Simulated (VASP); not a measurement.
BN: single point with PBE

Crystal: BN.

```
B N
1.0
     0.00000    1.80483    1.82287
     1.80483    0.00000    1.82287
     1.80483    1.80483    0.00000
B N
1 1
Direct
  0.00000 0.00000 0.00000
  0.25000 0.25000 0.25000
```

This cell differs from its parent crystal: uniaxial z strain +1.0%.

```yaml
Program: VASP 6.6.1
Task: single point
Functional: PBE
Potentials_or_basis: VASP PAW PBE potentials, release 64 (B, N)
Cutoff: 520 eV
k_mesh: 12 × 12 × 12
Occupations: fermi-dirac, width 0.02 eV
Spin: no spin polarisation
Dipole_correction: no
Further_INCAR_settings: ALGO = Normal; EDIFF = 1e-07; NBANDS = 11
```

- Pressure: 1.2 GPa
- Band gap on the k mesh: 4.36 eV (least direct gap 8.74 eV)

Stress tensor (GPa, compression positive):
```
 3.24  0.00  0.00
 0.00  3.24  0.00
 0.00  0.00 -2.93
```

Levels at points of the mesh, in eV from the valence-band top:
```csv
k point,band 1,band 2,band 3,band 4,band 5,band 6,band 7,band 8,band 9
"(0.00, 0.00, 0.00)",-20.20,-0.10,0.00,0.00,8.74,8.74,8.81,10.23,24.62
"(0.50, 0.00, 0.00)",-16.01,-10.67,-2.04,-1.89,9.99,10.64,10.70,15.17,23.34
"(0.50, 0.50, 0.00)",-14.73,-9.01,-4.82,-4.82,4.54,9.32,17.78,17.78,20.52
"(0.50, 0.00, 0.50)",-14.61,-8.86,-4.96,-4.95,4.36,9.09,17.73,17.88,20.72
```

Wall time 21 s on 1 thread of Intel Xeon 8259CL, on a shared host, peak memory 0.14 GiB.

Caveat: the cell differs from its parent crystal (uniaxial z strain +1.0%). A k mesh can miss the band edges.
